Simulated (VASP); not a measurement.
# Pt (Fm-3m) in VASP: further runs

Runs on Pt. Level: RPBE. Tasks: single point, relaxation of cell and atoms.

All numbers are computed with VASP 6.6.1; they aren't measurements. Logs are shortened: lines on timing, memory, paths and dates and some standing lists are left out, and cuts for length are marked.

### 1 The cell of the first run

The structure is cubic, space group Fm-3m (No. 225). The conventional cell has a = 3.992 Å, b = 3.992 Å, c = 3.992 Å, α = 90.00°, β = 90.00°, γ = 90.00°. Pt (site symmetry m-3m) has 12 Pt at 2.82 Å within 3.7 Å.

### 2 Single point, RPBE, collinear spin, ferromagnetic start

Contents of INCAR:

```
SYSTEM = Pt
  PREC = Accurate
  ENCUT = 520
  EDIFF = 1E-6
  ISMEAR = -1
  SIGMA = 0.05
  LREAL = .False.
  LASPH = .True.
  NELM = 150
  ALGO = Normal
  ISIF = 2
  LWAVE = .False.
  LCHARG = .False.
  ISPIN = 2
  MAGMOM = 1
  LORBIT = 11
  LMAXMIX = 4
  GGA = RP
  NBANDS = 15
```

Contents of KPOINTS:

```
Automatic mesh
0
Gamma
  14 14 14
  0 0 0
```

Contents of POSCAR:

```
Pt
1.0
    0.0000000000      1.9960965553      1.9960965553
    1.9960965553      0.0000000000      1.9960965553
    1.9960965553      1.9960965553      0.0000000000
Pt
1
Direct
    0.0000000000      0.0000000000      0.0000000000
```

Potentials or basis: VASP PAW PBE potentials, release 64 (Pt).

Command:

```sh
$ cat potpaw_PBE.64/Pt/POTCAR > POTCAR
$ mpirun -np 1 vasp_std > vasp.out
```

OUTCAR:

```text
SYSTEM = Pt
   PREC = Accurate
   ENCUT = 520
   EDIFF = 1E-6
   ISMEAR = -1
   LREAL = .False.
   LASPH = .True.
   NELM = 150
   ISIF = 2
   ISPIN = 2
   LORBIT = 11
   GGA = RP

 ion  position               nearest neighbor table
   1  0.000  0.000  0.000-

  LATTYP: Found a face centered cubic cell.
 ALAT       =     3.9921931106

  Lattice vectors:

 A1 = (   0.0000000000,   1.9960965553,   1.9960965553)
 A2 = (   1.9960965553,   0.0000000000,   1.9960965553)
 A3 = (   1.9960965553,   1.9960965553,   0.0000000000)

Analysis of symmetry for initial positions (statically):
=====================================================================
 Subroutine PRICEL returns:
 Original cell was already a primitive cell.

 Routine SETGRP: Setting up the symmetry group for a
 face centered cubic supercell.

 Subroutine GETGRP returns: Found 48 space group operations
 (whereof 48 operations were pure point group operations)
 out of a pool of 48 trial point group operations.

The static configuration has the point symmetry O_h .

Analysis of symmetry for dynamics (positions and initial velocities):
=====================================================================
 Subroutine PRICEL returns:
 Original cell was already a primitive cell.

 Routine SETGRP: Setting up the symmetry group for a
 face centered cubic supercell.

 Subroutine GETGRP returns: Found 48 space group operations
 (whereof 48 operations were pure point group operations)
 out of a pool of 48 trial point group operations.

The dynamic configuration has the point symmetry O_h .

Analysis of structural, dynamic, and magnetic symmetry:
=====================================================================
 Subroutine PRICEL returns:
 Original cell was already a primitive cell.

 Routine SETGRP: Setting up the symmetry group for a
 face centered cubic supercell.

 Subroutine GETGRP returns: Found 48 space group operations
 (whereof 48 operations were pure point group operations)
 out of a pool of 48 trial point group operations.

The overall configuration has the point symmetry O_h .

 Subroutine INISYM returns: Found 48 space group operations
 (whereof 48 operations are pure point group operations),
 and found     1 'primitive' translations

----------------------------------------------------------------------------------------

                                     Primitive cell

  volume of cell :      15.9065

  direct lattice vectors                    reciprocal lattice vectors
     0.000000000  1.996096555  1.996096555    -0.250488885  0.250488885  0.250488885
     1.996096555  0.000000000  1.996096555     0.250488885 -0.250488885  0.250488885
     1.996096555  1.996096555  0.000000000     0.250488885  0.250488885 -0.250488885

  length of vectors
     2.822906820  2.822906820  2.822906820     0.433859475  0.433859475  0.433859475

  position of ions in fractional coordinates (direct lattice)
     0.000000000  0.000000000  0.000000000

  ion indices of the primitive-cell ions
   primitive index   ion index
                 1           1

----------------------------------------------------------------------------------------

 KPOINTS: Automatic mesh

Automatic generation of k-mesh.
 Grid dimensions read from file:
 generate k-points for:   14   14   14

 Generating k-lattice:

  Cartesian coordinates                     Fractional coordinates (reciprocal lattice)
    -0.017892063  0.017892063  0.017892063     0.071428571  0.000000000  0.000000000
     0.017892063 -0.017892063  0.017892063     0.000000000  0.071428571  0.000000000
     0.017892063  0.017892063 -0.017892063     0.000000000  0.000000000  0.071428571

  Length of vectors
     0.030989963  0.030989963  0.030989963

  Shift w.r.t. Gamma in fractional coordinates (k-lattice)
     0.000000000  0.000000000  0.000000000

 Subroutine IBZKPT returns following result:
 ===========================================

 Found    104 irreducible k-points:

 Following reciprocal coordinates:
            Coordinates               Weight
  0.000000  0.000000  0.000000      1.000000
  0.071429  0.000000  0.000000      8.000000
  0.142857  0.000000  0.000000      8.000000
  0.214286  0.000000  0.000000      8.000000
  0.285714  0.000000  0.000000      8.000000
  0.357143  0.000000  0.000000      8.000000
[... 16 lines left out ...]
  0.214286  0.142857  0.000000     24.000000
  0.285714  0.142857  0.000000     24.000000
 [... further k-points ...]
   k-points           NKPTS =    104   k-points in BZ     NKDIM =    104   number of bands    NBANDS=     15
   number of dos      NEDOS =    301   number of ions     NIONS =      1
   total plane-waves  NPLWV =  13824
   dimension x,y,z NGX =    24 NGY =   24 NGZ =   24
   dimension x,y,z NGXF=    48 NGYF=   48 NGZF=   48
   ions per type =               1
   NGX,Y,Z   is equivalent  to a cutoff of  14.13, 14.13, 14.13 a.u.
   NGXF,Y,Z  is equivalent  to a cutoff of  28.27, 28.27, 28.27 a.u.
 SYSTEM =  Pt
   PREC   = accura    normal or accurate (medium, high low for compatibility)
   ISTART =      0    job   : 0-new  1-cont  2-samecut
   ICHARG =      2    charge: 1-file 2-atom 10-const
   ISPIN  =      2    spin polarized calculation?
   LNONCOLLINEAR =      F non collinear calculations
   LSORBIT =      F    spin-orbit coupling
   LASPH  =      T    aspherical Exc in radial PAW
   ENCUT  =  520.0 eV  38.22 Ry    6.18 a.u.   5.25  5.25  5.25*2*pi/ulx,y,z
   NELM   =    150;   NELMIN=  2; NELMDL= -5     # of ELM steps
   EDIFF  = 0.1E-05   stopping-criterion for ELM
   LREAL  =      F    real-space projection
   EDIFFG = 0.1E-04   stopping-criterion for IOM
   NSW    =      0    number of steps for IOM
   IBRION =     -1    ionic relax: 0-MD 1-quasi-New 2-CG
   NFREE  =      0    steps in history (QN), initial steepest desc. (CG)
   ISIF   =      2    stress and relaxation
   ISYM   =      2    0-nonsym 1-usesym 2-fastsym
   POTIM  = 0.5000    time-step for ionic-motion
   TEBEG  =    0.0;   TEEND  =   0.0 temperature during run
   PSTRESS=    0.0 pullay stress
   NELECT =      10.0000    total number of electrons
   NUPDOWN=      -1.0000    fix difference up-down
   EMIN   =  10.00;   EMAX   =-10.00  energy-range for DOS
   EFERMI =   0.00;   METHOD = LEGACY
   ISMEAR =    -1;   SIGMA  =   0.05  broadening in eV -4-tet -1-fermi 0-gaus
   EFERMI_NEDOS =   21; number of points for ismear=-14 and -15
   IALGO  =     38    algorithm
   IMIX   =      4    mixing-type and parameters
     AMIX     =   0.40;   BMIX     =  1.00
     AMIX_MAG =   1.60;   BMIX_MAG =  1.00
  volume/ion in A,a.u.               =      15.91       107.34
  Fermi-wavevector in a.u.,A,eV,Ry     =   1.402437  2.650221 26.760331  1.966829
  Thomas-Fermi vector in A             =   2.525199
   LORBIT       =     11    0 simple, 1 ext, 2 COOP (PROOUT), +10 PAW based schemes
   GGA     = RP    functional components
   LHFCALC =     F    Hartree Fock is set to
   AEXX    =    0.0000 exact exchange contribution
   IVDW    =     0    specifies the selected vdW correction
   LEPSILON=     F    determine dielectric tensor
   LRPA    =     F    only Hartree local field effects (RPA)
 spin polarized calculation
  energy-cutoff  :      520.00
  volume of cell :       15.91
 maximum number of plane-waves:       444
 NGX is ok and might be reduce to    24
   NGX = 11   NGY = 11   NGZ = 11

 number of electron      10.0000001 magnetization       0.0018216

 Free energy of the ion-electron system (eV)
  ---------------------------------------------------
  ext. energy  EPLUGINS =         0.00000000
  ---------------------------------------------------
  free energy    TOTEN  =        -5.47242534 eV

  energy without entropy =       -5.45710453  energy(sigma->0) =       -5.46476493

 E-fermi :  10.3318     XC(G=0): -13.1121

 val. band max:       10.3207727539   @ k =   0.5000   0.3571   0.0714
 cond. band min:      10.3357801560   @ k =   0.4286   0.1429   0.0000
 fundamental gap:      0.0150074021
 Fermi energy:        10.3317884138

 spin component 1

 k-point     1 :       0.0000    0.0000    0.0000
  band No.  band energies     occupation
      1       0.7569      1.00000
      2       6.8840      1.00000
      3       6.8840      1.00000
      4       6.8840      1.00000
      5       8.8474      1.00000
      6       8.8474      1.00000
      7      25.1033      0.00000
      8      29.7963      0.00000
      9      29.7963      0.00000
     10      29.7963      0.00000
     11      34.9381      0.00000
     12      41.3442      0.00000
     13      41.3442      0.00000
     14      41.3442      0.00000
     15      42.4980      0.00000
[... 397 lines left out ...]
 k-point    24 :       0.2857    0.1429    0.0000
  band No.  band energies     occupation
      1       3.1817      1.00000
      2       5.9097      1.00000
      3       7.2073      1.00000
      4       7.7354      1.00000
      5       8.7717      1.00000
      6       9.5533      1.00000
      7      24.2349      0.00000
      8      27.4803      0.00000
      9      28.7373      0.00000
     10      30.2277      0.00000
     11      33.8553      0.00000
     12      35.8310      0.00000
     13      36.9739      0.00000
     14      40.7984      0.00000
     15      43.6684      0.00000

 [... further k-points ...]

 spin component 2

 k-point     1 :       0.0000    0.0000    0.0000
  band No.  band energies     occupation
      1       0.7570      1.00000
      2       6.8852      1.00000
      3       6.8852      1.00000
      4       6.8852      1.00000
      5       8.8486      1.00000
      6       8.8486      1.00000
      7      25.1032      0.00000
      8      29.7962      0.00000
      9      29.7962      0.00000
     10      29.7962      0.00000
     11      34.9378      0.00000
     12      41.3443      0.00000
     13      41.3443      0.00000
     14      41.3443      0.00000
     15      42.4996      0.00000
[... 397 lines left out ...]
 k-point    24 :       0.2857    0.1429    0.0000
  band No.  band energies     occupation
      1       3.1819      1.00000
      2       5.9108      1.00000
      3       7.2084      1.00000
      4       7.7366      1.00000
      5       8.7729      1.00000
      6       9.5546      1.00000
      7      24.2351      0.00000
      8      27.4804      0.00000
      9      28.7375      0.00000
     10      30.2278      0.00000
     11      33.8556      0.00000
     12      35.8312      0.00000
     13      36.9741      0.00000
     14      40.7987      0.00000
     15      43.6592      0.00000

 [... further k-points ...]
[... 5 lines left out ...]
  --------------------------------------------------------------------------------------
  -------------------------------------------------------------------------------------
  Total       -0.0487153     -0.0487153     -0.0487153      0.0000000      0.0000000      0.0000000
  in kB       -4.9068331     -4.9068331     -4.9068331      0.0000000      0.0000000      0.0000000
  external PRESSURE =      -4.9068331 kB  Pullay stress =       0.0000000 kB

 VOLUME and BASIS-vectors are now :
 -----------------------------------------------------------------------------
  energy-cutoff  :      520.00
  volume of cell :       15.91
      direct lattice vectors                 reciprocal lattice vectors
     0.000000000  1.996096555  1.996096555    -0.250488885  0.250488885  0.250488885
     1.996096555  0.000000000  1.996096555     0.250488885 -0.250488885  0.250488885
     1.996096555  1.996096555  0.000000000     0.250488885  0.250488885 -0.250488885

 POSITION                                       TOTAL-FORCE (eV/Angst)
 -----------------------------------------------------------------------------------
      0.00000      0.00000      0.00000         0.000000      0.000000     -0.000000
 -----------------------------------------------------------------------------------
    total drift:                               -0.000000      0.000000     -0.000000

  FREE ENERGIE OF THE ION-ELECTRON SYSTEM (eV)
  ---------------------------------------------------
  free  energy   TOTEN  =        -5.4724253359 eV

  energy  without entropy=       -5.4571045283  energy(sigma->0) =       -5.46476493

 total charge

# of ion       s       p       d       tot
------------------------------------------
    1        0.612   0.548   8.008   9.168

 magnetization (x)

# of ion       s       p       d       tot
------------------------------------------
    1       -0.000  -0.000   0.001   0.001
```

Run time: 19 s. Hardware: 1 thread of Intel Xeon 6975P-C (Granite Rapids), shared host; peak memory 0.17 GiB.

Results:

```
Free energy                                           : -5.4724 eV
Pressure                                              : -0.5 GPa
Band gap on the k mesh                                : zero (filled and empty bands overlap)
Net moment                                            : 0.00 μB per cell
Valence electrons inside the program's atomic spheres : Pt 9.17
```

Caveat: the PAW data sets were made with another functional, which shifts forces and pressure a little; spin-orbit coupling is left out, which moves the levels of the heavy elements.

### 3 Relaxation of cell and atoms, RPBE, collinear spin, ferromagnetic start

This run uses another cell than the first one, of 15.09 Å³/atom, 0.949 times its volume.

Contents of INCAR:

```
PREC = Accurate
ENCUT = 600
EDIFF = 1E-6
ISMEAR = -1
SIGMA = 0.05
LREAL = False
LASPH = True
NELM = 150
ALGO = Normal
ISIF = 3
LWAVE = False
LCHARG = False
ISPIN = 2
MAGMOM = 1
LORBIT = 11
LMAXMIX = 4
GGA = RP
IBRION = 2
NSW = 80
EDIFFG = -0.01
```

Contents of KPOINTS:

```
regular mesh
0
Gamma
  14 14 14
```

Contents of POSCAR:

```
Pt
1.0
    0.0000000000      1.9615500000      1.9615500000
    1.9615500000      0.0000000000      1.9615500000
    1.9615500000      1.9615500000      0.0000000000
Pt
1
Direct
    0.0000000000      0.0000000000      0.0000000000
```

Potentials or basis: VASP PAW PBE potentials, release 64 (Pt).

Command:

```sh
$ cat potpaw_PBE.64/Pt/POTCAR > POTCAR
$ mpirun -np 1 vasp_std > vasp.out
```

It took 32 s on 1 thread of Intel Xeon 6975P-C (Granite Rapids), shared host; peak memory 0.18 GiB.

Results (log left out):

```
Free energy                                           : -5.4726 eV
Relaxed volume                                        : 15.88 Å³/atom
Relaxed cell                                          : a = 2.821 Å, b = 2.821 Å, c = 2.821 Å, α = 60.00°, β = 60.00°, γ = 60.00°
Space group after relaxing (to 0.05 Å)                : Fm-3m (No. 225)
Energy gained by relaxing                             : 31.0 meV/atom
Ionic steps                                           : 4
Pressure after relaxing                               : -0.1 GPa
Band gap on the k mesh                                : zero (filled and empty bands overlap)
Net moment                                            : 0.00 μB per cell
Valence electrons inside the program's atomic spheres : Pt 9.17
```

The path:
| step | energy change (eV) | largest force (eV/Å) | pressure (GPa) | volume (Å³) |
| --- | --- | --- | --- | --- |
| 1 | 0.0000 | 0.0000 | 13.46 | 15.09 |
| 2 | 0.1290 | 0.0000 | -20.55 | 18.04 |
| 3 | -0.0309 | 0.0000 | -0.58 | 15.92 |
| 4 | -0.0310 | 0.0000 | -0.08 | 15.88 |

Final structure:
```
CELL_PARAMETERS angstrom
0.00000 1.99502 1.99502
1.99502 0.00000 1.99502
1.99502 1.99502 0.00000
ATOMIC_POSITIONS crystal
Pt 0.00000 0.00000 0.00000
```

Levels at points of the mesh, in eV from the Fermi level:
Spin up:
```tsv
k point	band 3	band 4	band 5	band 6	band 7	band 8
(0.00, 0.00, 0.00)	-3.46	-3.46	-1.49	-1.49	14.77	19.47
(0.50, 0.00, 0.00)	-3.51	-0.22	0.04	0.04	5.50	14.33
(0.50, 0.50, 0.00)	0.01	0.46	0.46	1.93	8.39	11.28
```
Spin down:
| k point | band 3 | band 4 | band 5 | band 6 | band 7 | band 8 |
| --- | --- | --- | --- | --- | --- | --- |
| (0.00, 0.00, 0.00) | -3.46 | -3.46 | -1.49 | -1.49 | 14.77 | 19.47 |
| (0.50, 0.00, 0.00) | -3.51 | -0.22 | 0.04 | 0.04 | 5.50 | 14.33 |
| (0.50, 0.50, 0.00) | 0.01 | 0.46 | 0.46 | 1.93 | 8.39 | 11.28 |

Caveat: the PAW data sets were made with another functional, which shifts forces and pressure a little; spin-orbit coupling is left out, which moves the levels of the heavy elements. RPBE and its kin give volumes clearly too large for solids.

[end of part 1 of 2]
